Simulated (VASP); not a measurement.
# Ta4C3 (R3m) in VASP: notebook

Runs on Ta4C3. Level: PBEsol. Tasks: single point.

Everything below comes from runs of VASP 6.6.1. Logs are shortened: lines on timing, memory, paths and dates and some standing lists are left out, and cuts for length are marked.

### Step 1. The cell of the first run

Symmetry: R3m, No. 160, trigonal system. Conventional cell: a = 3.103 Å, b = 3.103 Å, c = 30.494 Å, α = 90.00°, β = 90.00°, γ = 120.00°. Within 3.2 Å of Ta (site symmetry 3m) lie 6 C at 2.24 to 2.25 Å and 12 Ta at 3.08 to 3.14 Å. Within 2.8 Å of Ta (site symmetry 3m) lie 3 C at 2.14 Å. Ta (site symmetry 3m) has 3 C at 2.17 Å within 2.9 Å. Within 2.9 Å of Ta (site symmetry 3m) lie 6 C at 2.17 to 2.25 Å. Within 2.9 Å of C (site symmetry 3m) lie 6 Ta at 2.17 to 2.25 Å. Within 2.8 Å of C (site symmetry 3m) lie 6 Ta at 2.14 to 2.24 Å and 1 C at 2.70 Å. Within 2.9 Å of C (site symmetry 3m) lie 6 Ta at 2.17 to 2.25 Å and 1 C at 2.70 Å.

### Step 2. Single point, PBEsol (atom 4 (Ta) moved -0.100 Å along Cartesian [0 0 1])

The input, INCAR:

```
PREC = Accurate ; ENCUT = 520
EDIFF = 1E-7 ; ISMEAR = 0
SIGMA = 0.15 ; LREAL = False
LASPH = True ; NELM = 100
ALGO = Normal ; ISIF = 2
LWAVE = False ; LCHARG = False
GGA = PS ; NBANDS = 37
```

The input, KPOINTS:

```
Automatic mesh
0
Gamma
  12 12 12
```

The input, POSCAR:

```
Ta4C3
1.0
    1.5516367303      0.8958378839     10.1645109695
   -1.5516367303      0.8958378839     10.1645109695
    0.0000000000     -1.7916757678     10.1645109695
Ta C
4 3
Direct
    0.3733722057      0.3733722057      0.3733722057
    0.6244615989      0.6244615989      0.6244615989
    0.2096180968      0.2096180968      0.2096180968
    0.7911180546      0.7911180546      0.7911180546
    0.5025935066      0.5025935066      0.5025935066
    0.9960170748      0.9960170748      0.9960170748
    0.0845400886      0.0845400886      0.0845400886
```

Potentials or basis: VASP PAW PBE potentials, release 64 (Ta_pv, C).

On the command line:

```bash
$ cat potpaw_PBE.64/Ta_pv/POTCAR potpaw_PBE.64/C/POTCAR > POTCAR
$ mpirun -np 1 vasp_std > vasp.out
```

OUTCAR:

```text
PREC = Accurate
   ENCUT = 520
   EDIFF = 1E-7
   ISMEAR = 0
   LREAL = False
   LASPH = True
   NELM = 100
   ISIF = 2
   GGA = PS

 ion  position               nearest neighbor table
   1  0.373  0.373  0.373-   6 2.24   6 2.24   6 2.24   7 2.25   7 2.25   7 2.25   2 3.08   2 3.08
                             2 3.08   4 3.14   4 3.14   4 3.14
   2  0.624  0.624  0.624-   6 2.14   6 2.14   6 2.14   3 3.06   3 3.06   3 3.06   1 3.08   1 3.08
                             1 3.08
   3  0.210  0.210  0.210-   5 2.17   5 2.17   5 2.17   2 3.06   2 3.06   2 3.06   4 3.16   4 3.16
                             4 3.16
   4  0.791  0.791  0.791-   7 2.17   7 2.17   7 2.17   5 2.25   5 2.25   5 2.25   1 3.14   1 3.14
                             1 3.14   3 3.16   3 3.16   3 3.16
   5  0.503  0.503  0.503-   3 2.17   3 2.17   3 2.17   4 2.25   4 2.25   4 2.25
   6  0.996  0.996  0.996-   2 2.14   2 2.14   2 2.14   1 2.24   1 2.24   1 2.24
   7  0.085  0.085  0.085-   4 2.17   4 2.17   4 2.17   1 2.25   1 2.25   1 2.25

  LATTYP: Found a trigonal (rhomboedric) cell.
 ALAT       =    10.3212104574
 COS(alpha) =     0.9547989179

  Lattice vectors:

 A1 = (   1.5516367303,   0.8958378839,  10.1645109695)
 A2 = (  -1.5516367303,   0.8958378839,  10.1645109695)
 A3 = (   0.0000000000,  -1.7916757678,  10.1645109695)

Analysis of symmetry for initial positions (statically):
=====================================================================
 Subroutine PRICEL returns:
 Original cell was already a primitive cell.

 Routine SETGRP: Setting up the symmetry group for a
 trigonal (rhombohedral) supercell.

 Subroutine GETGRP returns: Found  6 space group operations
 (whereof  6 operations were pure point group operations)
 out of a pool of 12 trial point group operations.

The static configuration has the point symmetry C_3v.

Analysis of symmetry for dynamics (positions and initial velocities):
=====================================================================
 Subroutine PRICEL returns:
 Original cell was already a primitive cell.

 Routine SETGRP: Setting up the symmetry group for a
 trigonal (rhombohedral) supercell.

 Subroutine GETGRP returns: Found  6 space group operations
 (whereof  6 operations were pure point group operations)
 out of a pool of 12 trial point group operations.

The dynamic configuration has the point symmetry C_3v.

 Subroutine INISYM returns: Found  6 space group operations
 (whereof  6 operations are pure point group operations),
 and found     1 'primitive' translations

----------------------------------------------------------------------------------------

                                     Primitive cell

  volume of cell :      84.7729

  direct lattice vectors                    reciprocal lattice vectors
     1.551636730  0.895837884 10.164510970     0.322240374  0.186045567  0.032793839
    -1.551636730  0.895837884 10.164510970    -0.322240374  0.186045567  0.032793839
     0.000000000 -1.791675768 10.164510970     0.000000000 -0.372091133  0.032793839

  length of vectors
    10.321210457 10.321210457 10.321210457     0.373533462  0.373533462  0.373533462

  position of ions in fractional coordinates (direct lattice)
     0.373372206  0.373372206  0.373372206
     0.624461599  0.624461599  0.624461599
     0.209618097  0.209618097  0.209618097
     0.791118055  0.791118055  0.791118055
     0.502593507  0.502593507  0.502593507
     0.996017075  0.996017075  0.996017075
     0.084540089  0.084540089  0.084540089

  ion indices of the primitive-cell ions
   primitive index   ion index
                 1           1
                 2           2
                 3           3
                 4           4
                 5           5
                 6           6
                 7           7

----------------------------------------------------------------------------------------

 KPOINTS: Automatic mesh

Automatic generation of k-mesh.
 Grid dimensions read from file:
 generate k-points for:   12   12   12

 Generating k-lattice:

  Cartesian coordinates                     Fractional coordinates (reciprocal lattice)
     0.026853364  0.015503797  0.002732820     0.083333333  0.000000000  0.000000000
    -0.026853364  0.015503797  0.002732820     0.000000000  0.083333333  0.000000000
     0.000000000 -0.031007594  0.002732820     0.000000000  0.000000000  0.083333333

  Length of vectors
     0.031127788  0.031127788  0.031127788

  Shift w.r.t. Gamma in fractional coordinates (k-lattice)
     0.000000000  0.000000000  0.000000000

 Subroutine IBZKPT returns following result:
 ===========================================

 Found    189 irreducible k-points:

 Following reciprocal coordinates:
            Coordinates               Weight
  0.000000  0.000000  0.000000      1.000000
  0.083333 -0.000000  0.000000      6.000000
  0.166667  0.000000  0.000000      6.000000
  0.250000 -0.000000  0.000000      6.000000
  0.333333 -0.000000  0.000000      6.000000
  0.416667 -0.000000  0.000000      6.000000
[... 16 lines left out ...]
  0.500000  0.166667  0.000000     12.000000
 -0.416667  0.166667 -0.000000     12.000000
 [... further k-points ...]
   k-points           NKPTS =    189   k-points in BZ     NKDIM =    189   number of bands    NBANDS=     37
   number of dos      NEDOS =    301   number of ions     NIONS =      7
   total plane-waves  NPLWV = 512000
   dimension x,y,z NGX =    80 NGY =   80 NGZ =   80
   dimension x,y,z NGXF=   160 NGYF=  160 NGZF=  160
   ions per type =               4   3
   NGX,Y,Z   is equivalent  to a cutoff of  12.89, 12.89, 12.89 a.u.
   NGXF,Y,Z  is equivalent  to a cutoff of  25.77, 25.77, 25.77 a.u.
 SYSTEM =  unknown system
   PREC   = accura    normal or accurate (medium, high low for compatibility)
   ISTART =      0    job   : 0-new  1-cont  2-samecut
   ICHARG =      2    charge: 1-file 2-atom 10-const
   ISPIN  =      1    spin polarized calculation?
   LNONCOLLINEAR =      F non collinear calculations
   LSORBIT =      F    spin-orbit coupling
   LASPH  =      T    aspherical Exc in radial PAW
   ENCUT  =  520.0 eV  38.22 Ry    6.18 a.u.  19.19 19.19 19.19*2*pi/ulx,y,z
   NELM   =    100;   NELMIN=  2; NELMDL= -5     # of ELM steps
   EDIFF  = 0.1E-06   stopping-criterion for ELM
   LREAL  =      F    real-space projection
   EDIFFG = 0.1E-05   stopping-criterion for IOM
   NSW    =      0    number of steps for IOM
   IBRION =     -1    ionic relax: 0-MD 1-quasi-New 2-CG
   NFREE  =      0    steps in history (QN), initial steepest desc. (CG)
   ISIF   =      2    stress and relaxation
   ISYM   =      2    0-nonsym 1-usesym 2-fastsym
   POTIM  = 0.5000    time-step for ionic-motion
   TEBEG  =    0.0;   TEEND  =   0.0 temperature during run
   PSTRESS=    0.0 pullay stress
   NELECT =      56.0000    total number of electrons
   NUPDOWN=      -1.0000    fix difference up-down
   EMIN   =  10.00;   EMAX   =-10.00  energy-range for DOS
   EFERMI =   0.00;   METHOD = LEGACY
   ISMEAR =     0;   SIGMA  =   0.15  broadening in eV -4-tet -1-fermi 0-gaus
   EFERMI_NEDOS =   21; number of points for ismear=-14 and -15
   IALGO  =     38    algorithm
   IMIX   =      4    mixing-type and parameters
     AMIX     =   0.40;   BMIX     =  1.00
     AMIX_MAG =   1.60;   BMIX_MAG =  1.00
  volume/ion in A,a.u.               =      12.11        81.73
  Fermi-wavevector in a.u.,A,eV,Ry     =   1.425778  2.694329 27.658489  2.032842
  Thomas-Fermi vector in A             =   2.546125
   LORBIT       =      0    0 simple, 1 ext, 2 COOP (PROOUT), +10 PAW based schemes
   GGA     = PS    functional components
   LHFCALC =     F    Hartree Fock is set to
   AEXX    =    0.0000 exact exchange contribution
   IVDW    =     0    specifies the selected vdW correction
   LEPSILON=     F    determine dielectric tensor
   LRPA    =     F    only Hartree local field effects (RPA)
 non-spin polarized calculation
 Gauss-broadening in eV      SIGMA  =   0.15
  energy-cutoff  :      520.00
  volume of cell :       84.77
 maximum number of plane-waves:      2300
 NGX is ok and might be reduce to    80
   NGX = 39   NGY = 39   NGZ = 39

 number of electron      56.0000001 magnetization

 Free energy of the ion-electron system (eV)
  ---------------------------------------------------
  ext. energy  EPLUGINS =         0.00000000
  ---------------------------------------------------
  free energy    TOTEN  =       -83.42567391 eV

  energy without entropy =      -83.40618991  energy(sigma->0) =      -83.41593191

 E-fermi :   7.3276     XC(G=0): -13.1489

 val. band max:        7.3182980929   @ k =  -0.4167  -0.4167   0.0833
 cond. band min:       7.3279801707   @ k =   0.5000   0.5000   0.0000
 fundamental gap:      0.0096820777
 Fermi energy:         7.3275581832

 k-point     1 :       0.0000    0.0000    0.0000
  band No.  band energies     occupation
      1     -28.0306      2.00000
      2     -27.6245      2.00000
      3     -27.4954      2.00000
      4     -27.4954      2.00000
      5     -27.2266      2.00000
      6     -27.2266      2.00000
[... 29 lines left out ...]
     36       9.8609      0.00000
     37       9.8610      0.00000

 k-point     2 :       0.0833   -0.0000    0.0000
  band No.  band energies     occupation
      1     -28.0165      2.00000
      2     -27.6274      2.00000
      3     -27.5362      2.00000
      4     -27.5059      2.00000
      5     -27.2807      2.00000
      6     -27.2367      2.00000
[... 29 lines left out ...]
     36      10.2413      0.00000
     37      10.3464      0.00000
[... 838 lines left out ...]
     36      11.8298      0.00000
     37      12.1978      0.00000

 k-point    24 :      -0.4167    0.1667   -0.0000
  band No.  band energies     occupation
      1     -28.1000      2.00000
      2     -27.8966      2.00000
      3     -27.7632      2.00000
      4     -27.7099      2.00000
      5     -27.6114      2.00000
      6     -27.4733      2.00000
[... 29 lines left out ...]
     36      11.9144      0.00000
     37      12.1833      0.00000

 [... further k-points ...]

------------------------ aborting loop because EDIFF is reached ----------------------------------------

  FORCE on cell =-STRESS in cart. coord.  units (eV):
  Direction    XX          YY          ZZ          XY          YZ          ZX
  --------------------------------------------------------------------------------------
  -------------------------------------------------------------------------------------
  Total        0.5953276      0.5953276      0.2293187      0.0000000      0.0000000      0.0000000
  in kB       11.2514723     11.2514723      4.3340383      0.0000000      0.0000000      0.0000000
  external PRESSURE =       8.9456610 kB  Pullay stress =       0.0000000 kB

 VOLUME and BASIS-vectors are now :
 -----------------------------------------------------------------------------
  energy-cutoff  :      520.00
  volume of cell :       84.77
      direct lattice vectors                 reciprocal lattice vectors
     1.551636730  0.895837884 10.164510970     0.322240374  0.186045567  0.032793839
    -1.551636730  0.895837884 10.164510970    -0.322240374  0.186045567  0.032793839
     0.000000000 -1.791675768 10.164510970     0.000000000 -0.372091133  0.032793839

 POSITION                                       TOTAL-FORCE (eV/Angst)
 -----------------------------------------------------------------------------------
      0.00000      0.00000     11.38544         0.000000      0.000000     -0.239980
      0.00000      0.00000     19.04204         0.000000     -0.000000     -0.192201
      0.00000      0.00000      6.39200         0.000000     -0.000000     -0.298596
      0.00000      0.00000     24.12398         0.000000      0.000000      2.110191
      0.00000      0.00000     15.32585         0.000000     -0.000000     -0.654042
      0.00000      0.00000     30.37208         0.000000     -0.000000      0.003243
      0.00000      0.00000      2.57793         0.000000     -0.000000     -0.728614
 -----------------------------------------------------------------------------------
    total drift:                               -0.000000      0.000000     -0.000018

  FREE ENERGIE OF THE ION-ELECTRON SYSTEM (eV)
  ---------------------------------------------------
  free  energy   TOTEN  =       -83.4256739148 eV

  energy  without entropy=      -83.4061899122  energy(sigma->0) =      -83.41593191
```

Run time: 67 min. Hardware: 1 thread of Intel Xeon 6975P-C (Granite Rapids), shared host; peak memory 1.2 GiB.

Results:

- Free energy: -83.4257 eV
- Pressure: 0.9 GPa
- Largest force: 2.110 eV/Å
- Band gap on the k mesh: zero (bands 28 and 29 overlap by 0.21 eV)

Forces in eV/Å, atoms in the order of the input:
```
Ta   0.000  0.000 -0.240
Ta   0.000  0.000 -0.192
Ta   0.000  0.000 -0.299
Ta   0.000  0.000  2.110
C    0.000  0.000 -0.654
C    0.000  0.000  0.003
C    0.000  0.000 -0.729
```

Stress tensor (GPa, compression positive):
```
1.13 0.00 0.00
0.00 1.13 0.00
0.00 0.00 0.43
```

Caveat: the cell differs from its parent crystal (atom 4 (Ta) moved -0.100 Å along Cartesian [0 0 1]); the PAW data sets were made with another functional, which shifts forces and pressure a little; spin-orbit coupling is left out, which moves the levels of the heavy elements.

### Step 3. Single point, PBEsol (atom 4 (Ta) moved +0.050 Å along Cartesian [0 0 1])

The input, INCAR:

```
PREC = Accurate
ENCUT = 520
EDIFF = 1E-6
ISMEAR = 0
SIGMA = 0.15
LREAL = False
LASPH = True
NELM = 60
ALGO = Normal
ISIF = 2
LWAVE = False
LCHARG = True
GGA = PS
LELF = True
LVHAR = True
NBANDS = 37
```

The input, KPOINTS:

```
regular mesh
0
Gamma
  12 12 12
```

POSCAR: that of step 2 with these lines changed.

```diff
@@ -11,3 +11,3 @@
     0.2096180968      0.2096180968      0.2096180968
-    0.7911180546      0.7911180546      0.7911180546
+    0.7960371304      0.7960371304      0.7960371304
     0.5025935066      0.5025935066      0.5025935066
```

Potentials or basis: VASP PAW PBE potentials, release 64 (Ta_pv, C).

On the command line:

```bash
$ cat potpaw_PBE.64/Ta_pv/POTCAR potpaw_PBE.64/C/POTCAR > POTCAR
$ mpirun -np 1 vasp_std > vasp.out
```

OUTCAR:

```text
PREC = Accurate
   ENCUT = 520
   EDIFF = 1E-6
   ISMEAR = 0
   LREAL = False
   LASPH = True
   NELM = 60
   ISIF = 2
   GGA = PS

 ion  position               nearest neighbor table
   1  0.373  0.373  0.373-   6 2.24   6 2.24   6 2.24   7 2.25   7 2.25   7 2.25   2 3.08   2 3.08
                             2 3.08   4 3.26   4 3.26   4 3.26
   2  0.624  0.624  0.624-   6 2.14   6 2.14   6 2.14   3 3.06   3 3.06   3 3.06   1 3.08   1 3.08
                             1 3.08
   3  0.210  0.210  0.210-   5 2.17   5 2.17   5 2.17   4 3.03   4 3.03   4 3.03   2 3.06   2 3.06
                             2 3.06
   4  0.796  0.796  0.796-   5 2.17   5 2.17   5 2.17   7 2.25   7 2.25   7 2.25   3 3.03   3 3.03
[... 1175 lines left out ...]
  Total        0.5618409      0.5618409      0.4999256      0.0000000      0.0000000      0.0000000
  in kB       10.6185871     10.6185871      9.4484098      0.0000000      0.0000000      0.0000000
  external PRESSURE =      10.2285280 kB  Pullay stress =       0.0000000 kB

 VOLUME and BASIS-vectors are now :
 -----------------------------------------------------------------------------
  energy-cutoff  :      520.00
  volume of cell :       84.77
      direct lattice vectors                 reciprocal lattice vectors
     1.551636730  0.895837884 10.164510970     0.322240374  0.186045567  0.032793839
    -1.551636730  0.895837884 10.164510970    -0.322240374  0.186045567  0.032793839
     0.000000000 -1.791675768 10.164510970     0.000000000 -0.372091133  0.032793839

 POSITION                                       TOTAL-FORCE (eV/Angst)
 -----------------------------------------------------------------------------------
      0.00000      0.00000     11.38544         0.000000      0.000000      0.171931
      0.00000      0.00000     19.04204         0.000000      0.000000     -0.020521
      0.00000      0.00000      6.39200         0.000000      0.000000      0.293684
      0.00000      0.00000     24.27398         0.000000     -0.000000     -1.165602
      0.00000      0.00000     15.32585         0.000000      0.000000      0.405165
      0.00000      0.00000     30.37208         0.000000      0.000000     -0.005303
      0.00000      0.00000      2.57793         0.000000      0.000000      0.320645
 -----------------------------------------------------------------------------------
    total drift:                               -0.000000      0.000000      0.000166

  FREE ENERGIE OF THE ION-ELECTRON SYSTEM (eV)
  ---------------------------------------------------
  free  energy   TOTEN  =       -83.5056517864 eV

  energy  without entropy=      -83.4861437944  energy(sigma->0) =      -83.49589779
```

OSZICAR:

```text
N       E                     dE             d eps       ncg     rms          rms(c)
DAV:   1     0.509863354020E+03    0.50986E+03   -0.30627E+04 13986   0.158E+03
DAV:   2    -0.624296681465E+02   -0.57229E+03   -0.55754E+03 15324   0.460E+02
DAV:   3    -0.933276972567E+02   -0.30898E+02   -0.30406E+02 17810   0.958E+01
DAV:   4    -0.939894342291E+02   -0.66174E+00   -0.65810E+00 17724   0.134E+01
DAV:   5    -0.940006671849E+02   -0.11233E-01   -0.11220E-01 17590   0.164E+00    0.464E+01
DAV:   6    -0.838438466662E+02    0.10157E+02   -0.51820E+01 17629   0.319E+01    0.196E+01
DAV:   7    -0.836478729411E+02    0.19597E+00   -0.43733E+00 17844   0.102E+01    0.759E+00
DAV:   8    -0.836501000080E+02   -0.22271E-02   -0.29584E+00 18030   0.892E+00    0.246E+00
DAV:   9    -0.835076724228E+02    0.14243E+00   -0.91195E-01 18105   0.567E+00    0.586E-01
DAV:  10    -0.835061282811E+02    0.15441E-02   -0.47228E-02 17668   0.125E+00    0.258E-01
DAV:  11    -0.835058154094E+02    0.31287E-03   -0.57700E-03 17505   0.456E-01    0.131E-01
DAV:  12    -0.835056745050E+02    0.14090E-03   -0.16607E-03 18847   0.250E-01    0.720E-02
DAV:  13    -0.835056600934E+02    0.14412E-04   -0.20428E-04 17658   0.847E-02    0.211E-02
DAV:  14    -0.835056533593E+02    0.67341E-05   -0.40341E-05 18202   0.339E-02    0.875E-03
DAV:  15    -0.835056521141E+02    0.12452E-05   -0.37765E-06 14401   0.136E-02    0.278E-03
DAV:  16    -0.835056517864E+02    0.32773E-06   -0.78259E-07  9708   0.644E-03
   1 F= -.83505652E+02 E0= -.83495898E+02  d E =-.195080E-01
```

Wall time 57 min (1 thread of Intel Xeon 6975P-C (Granite Rapids), shared host); peak memory 1.2 GiB.

What came out:

| Property | Result |
| --- | --- |
| Free energy | -83.5057 eV |
| Pressure | 1.0 GPa |
| Largest force | 1.166 eV/Å |
| Band gap on the k mesh | zero (bands 28 and 29 overlap by 0.33 eV) |

Forces in eV/Å, atoms in the order of the input:
```
Ta   0.000  0.000  0.172
Ta   0.000  0.000 -0.021
Ta   0.000  0.000  0.294
Ta   0.000  0.000 -1.166
C    0.000  0.000  0.405
C    0.000  0.000 -0.005
C    0.000  0.000  0.321
```

Levels at points of the mesh, in eV from the Fermi level:
| k point | band 26 | band 27 | band 28 | band 29 | band 30 | band 31 |
| --- | --- | --- | --- | --- | --- | --- |
| (0.00, 0.00, 0.00) | -0.69 | -0.50 | -0.50 | 0.77 | 0.77 | 1.22 |
| (0.50, 0.00, 0.00) | -1.82 | -0.77 | -0.37 | 1.67 | 2.15 | 2.27 |
| (0.50, 0.50, 0.00) | -1.78 | -0.81 | -0.14 | 1.07 | 2.55 | 2.96 |
| (0.50, 0.50, 0.50) | -1.32 | -0.51 | -0.51 | 0.58 | 0.58 | 0.97 |

Caveat: the cell differs from its parent crystal (atom 4 (Ta) moved +0.050 Å along Cartesian [0 0 1]); the PAW data sets were made with another functional, which shifts forces and pressure a little; spin-orbit coupling is left out, which moves the levels of the heavy elements.
